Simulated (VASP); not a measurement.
# SrB (Fm-3m) in VASP: a series of runs, part 2 of 2

VASP 6.6.1. Earlier steps stand in the parts before.

**4. Relaxation of cell and atoms, PBE**

INCAR reads:

```
SYSTEM = SrB
ALGO = Normal
EDIFF = 1E-6
EDIFFG = -0.04
ENCUT = 600
GGA = PE
IBRION = 2
ISIF = 3
ISMEAR = 0
LASPH = .TRUE.
LCHARG = .FALSE.
LREAL = .FALSE.
LWAVE = .FALSE.
NELM = 60
NSW = 90
PREC = Accurate
SIGMA = 0.1
```

KPOINTS reads:

```
k-points
0
G
  6 6 6
  0 0 0
```

POSCAR reads:

```
SrB
1.0
    0.0000000000      2.6497424100      2.6497424100
    2.6497424100      0.0000000000      2.6497424100
    2.6497424100      2.6497424100      0.0000000000
Sr B
1 1
Direct
    0.0000000000      0.0000000000      0.0000000000
    0.5000000000      0.5000000000      0.5000000000
```

Run with:

```sh
$ cat potpaw_PBE.64/Sr_sv/POTCAR potpaw_PBE.64/B/POTCAR > POTCAR
$ mpirun -np 1 vasp_std > vasp.out
```

Wall time 15 s (1 thread of AMD EPYC 9R45 (Zen 5), shared host); peak memory 0.14 GiB.

Results (log left out):

| Quantity | Value |
| --- | --- |
| Free energy | -5.9259 eV |
| Relaxed volume | 26.49 Å³/atom |
| Relaxed cell | a = 4.216 Å, b = 4.216 Å, c = 4.216 Å, α = 60.00°, β = 60.00°, γ = 60.00° |
| Space group after relaxing (to 0.05 Å) | Fm-3m (No. 225) |
| Energy gained by relaxing | 450.5 meV/atom |
| Ionic steps | 3 |
| Pressure after relaxing | 0.1 GPa |

Step by step:
```csv
step,energy change (eV),largest force (eV/Å),pressure (GPa),volume (Å³)
1,0.0000,0.0000,23.51,37.21
2,-0.8996,0.0000,-0.53,53.93
3,-0.9010,0.0000,0.09,52.99
```

Final structure:
```
Sr B
1.0
     0.00000    2.98115    2.98115
     2.98115    0.00000    2.98115
     2.98115    2.98115    0.00000
Sr B
1 1
Direct
  0.00000 0.00000 0.00000
  0.50000 0.50000 0.50000
```

Levels at points of the mesh, in eV from the Fermi level:
| k point | band 4 | band 5 | band 6 | band 7 | band 8 | band 9 |
| --- | --- | --- | --- | --- | --- | --- |
| (0.00, 0.00, 0.00) | -16.63 | -6.64 | 1.64 | 1.64 | 1.64 | 3.54 |
| (0.50, 0.00, 0.00) | -16.66 | -4.92 | -2.14 | -0.04 | -0.04 | 5.17 |
| (0.50, 0.50, 0.00) | -16.73 | -5.49 | -0.68 | 0.90 | 0.90 | 1.42 |

Caveat: the volume moved by over 15 % at a fixed basis, so the end points are rough.

**5. Single point, PBE**

This run uses another cell than the first one, of 26.51 Å³/atom, 1.425 times its volume.

INCAR reads:

```
SYSTEM = SrB
PREC = Accurate
ENCUT = 520
EDIFF = 1E-6
ISMEAR = 0
SIGMA = 0.1
LREAL = .FALSE.
LASPH = .TRUE.
NELM = 60
ALGO = Normal
ISIF = 2
LWAVE = .FALSE.
LCHARG = .FALSE.
GGA = PE
NBANDS = 14
```

KPOINTS reads:

```
regular mesh
0
G
  16 16 16
  0 0 0
```

POSCAR reads:

```
SrB
1.0
    0.0000000000      2.9818338199      2.9818338199
    2.9818338199      0.0000000000      2.9818338199
    2.9818338199      2.9818338199      0.0000000000
Sr B
1 1
Direct
    0.0000000000      0.0000000000      0.0000000000
    0.5000000000      0.5000000000      0.5000000000
```

Run with:

```sh
$ cat potpaw_PBE.64/Sr_sv/POTCAR potpaw_PBE.64/B/POTCAR > POTCAR
$ mpirun -np 1 vasp_std > vasp.out
```

Wall time 52 s (1 thread of AMD EPYC 9R45 (Zen 5), shared host); peak memory 0.23 GiB.

It converged, with:

| Property | Result |
| --- | --- |
| Free energy | -5.9585 eV |
| Pressure | 0.1 GPa |

Levels at points of the mesh, in eV from the Fermi level:
```tsv
k point	band 2	band 3	band 4	band 5	band 6	band 7	band 8	band 9	band 10	band 11
(0.00, 0.00, 0.00)	-16.62	-16.62	-16.62	-6.63	1.65	1.65	1.65	3.55	3.55	3.55
(0.50, 0.00, 0.00)	-16.91	-16.65	-16.65	-4.91	-2.13	-0.02	-0.02	5.18	5.79	6.02
(0.50, 0.50, 0.00)	-16.87	-16.71	-16.71	-5.48	-0.67	0.91	0.91	1.44	6.02	6.42
```

**6. Relaxation of cell and atoms, PBE**

This run uses another cell than the first one, of 26.45 Å³/atom, 1.422 times its volume.

INCAR reads:

```
SYSTEM = SrB
PREC     = Accurate       ! precision mode
ENCUT    = 600            ! plane-wave cutoff, eV
EDIFF    = 1E-6           ! SCF threshold, eV
ISMEAR   = 0              ! smearing method
SIGMA    = 0.1            ! smearing width, eV
LREAL    = .FALSE.        ! projectors in reciprocal space
LASPH    = .TRUE.         ! aspherical terms in the spheres
NELM     = 80             ! most SCF steps
ALGO     = Normal         ! electronic algorithm
ISIF     = 3              ! what is computed and relaxed
LWAVE    = .FALSE.        ! write WAVECAR
LCHARG   = .FALSE.        ! write CHGCAR
GGA      = PE             ! functional
IBRION   = 2              ! ionic algorithm
NSW      = 100            ! ionic steps
EDIFFG   = -0.01          ! ionic threshold
```

KPOINTS is that of step 5.

POSCAR reads:

```
SrB
1.0
    0.0000000000      2.9793845923      2.9793845923
    2.9793845923      0.0000000000      2.9793845923
    2.9793845923      2.9793845923      0.0000000000
Sr B
1 1
Direct
    0.0000000000      0.0000000000      0.0000000000
    0.5000000000      0.5000000000      0.5000000000
```

Potentials or basis: VASP PAW PBE potentials, release 64 (Sr_sv, B).

Run with:

```sh
$ cat potpaw_PBE.64/Sr_sv/POTCAR potpaw_PBE.64/B/POTCAR > POTCAR
$ mpirun -np 1 vasp_std > vasp.out
```

Wall time 90 s (1 thread of AMD EPYC 9R45 (Zen 5), shared host); peak memory 0.26 GiB.

The run converged. Its results:

```
Free energy                            : -5.9587 eV
Relaxed volume                         : 26.55 Å³/atom
Relaxed cell                           : a = 4.219 Å, b = 4.219 Å, c = 4.219 Å, α = 60.00°, β = 60.00°, γ = 60.00°
Space group after relaxing (to 0.05 Å) : Fm-3m (No. 225)
Energy gained by relaxing              : 0.1 meV/atom
Ionic steps                            : 2
Pressure after relaxing                : 0.0 GPa
```

The path:
| step | energy change (eV) | largest force (eV/Å) | pressure (GPa) | volume (Å³) |
| --- | --- | --- | --- | --- |
| 1 | 0.0000 | 0.0000 | 0.17 | 52.89 |
| 2 | -0.0001 | 0.0000 | 0.02 | 53.10 |

Final structure:
```
Sr B
1.0
     0.00000    2.98331    2.98331
     2.98331    0.00000    2.98331
     2.98331    2.98331    0.00000
Sr B
1 1
Direct
  0.00000 0.00000 0.00000
  0.50000 0.50000 0.50000
```

Levels at points of the mesh, in eV from the Fermi level:
```tsv
k point	band 4	band 5	band 6	band 7	band 8	band 9
(0.00, 0.00, 0.00)	-16.62	-6.62	1.65	1.65	1.65	3.55
(0.50, 0.00, 0.00)	-16.65	-4.91	-2.13	-0.02	-0.02	5.18
(0.50, 0.50, 0.00)	-16.72	-5.48	-0.67	0.91	0.91	1.44
```

**7. Summary**

| task | cell | k mesh | cutoff (eV) | gap on the mesh (eV) | pressure (GPa) | relaxed volume (Å³/atom) |
| --- | --- | --- | --- | --- | --- | --- |
| single point | a = 3.747 Å, angles 60.0°, 2 atoms | 6 × 6 × 6 | 520 | none | 23.5 | - |
| single point | a = 4.213 Å, angles 60.0°, 2 atoms | 6 × 6 × 6 | 520 | none | 0.1 | - |
| relaxation of cell and atoms | relaxed from a = 3.747 Å, angles 60.0°, 2 atoms | 6 × 6 × 6 | 600 | none | 0.1 | 26.49 |
| single point | a = 4.217 Å, angles 60.0°, 2 atoms | 16 × 16 × 16 | 520 | none | 0.1 | - |
| relaxation of cell and atoms | relaxed from a = 4.213 Å, angles 60.0°, 2 atoms | 16 × 16 × 16 | 600 | none | 0.0 | 26.55 |

Alike in all rows: level PBE; potentials or basis VASP PAW PBE potentials, release 64 (Sr_sv, B); no spin polarisation; smearing gaussian 0.1 eV.

Caveats: the volume moved by over 15 % at a fixed basis, so the end points are rough (some runs).

Absolute energies hang on the potentials; compare differences alone.
